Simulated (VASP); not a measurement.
A run of VASP 6.6.1 is set up as follows.

INCAR

```
SYSTEM = InP
  PREC = Accurate
  ENCUT = 500
  EDIFF = 1E-6
  ISMEAR = 0
  SIGMA = 0.05
  LREAL = .FALSE.
  LASPH = .TRUE.
  NELM = 120
  ALGO = Normal
  ISIF = 2
  LWAVE = .FALSE.
  LCHARG = .FALSE.
  GGA = PS
  NBANDS = 16
  GGA_COMPAT = .FALSE.
```

File KPOINTS:

```
regular mesh
0
G
  8 8 8
  0 0 0
```

POSCAR

```
InP
1.0
    0.0000000000      2.7095938653      2.7095938653
    2.7095938653      0.0000000000      2.7095938653
    2.7095938653      2.7095938653      0.0000000000
In P
1 1
Direct
    0.0000000000      0.0000000000      0.0000000000
    0.5000000000      0.5000000000      0.5000000000
```

Potentials or basis: VASP PAW PBE potentials, release 64 (In_d, P).

Run with:

```console
$ cat potpaw_PBE.64/In_d/POTCAR potpaw_PBE.64/P/POTCAR > POTCAR
$ mpirun -np 1 vasp_std > vasp.out
```

**Question.** Estimate the band gap on the k mesh.

**Answer.** Zero (band 9 reaches 8.10 eV, above the bottom of band 10 at 5.25 eV).

**Question.** Predict the pressure.

**Answer.** 1.8 GPa.

Caveat: the PAW data sets were made with another functional, which shifts forces and pressure a little; spin-orbit coupling is left out, which moves the levels of the heavy elements.
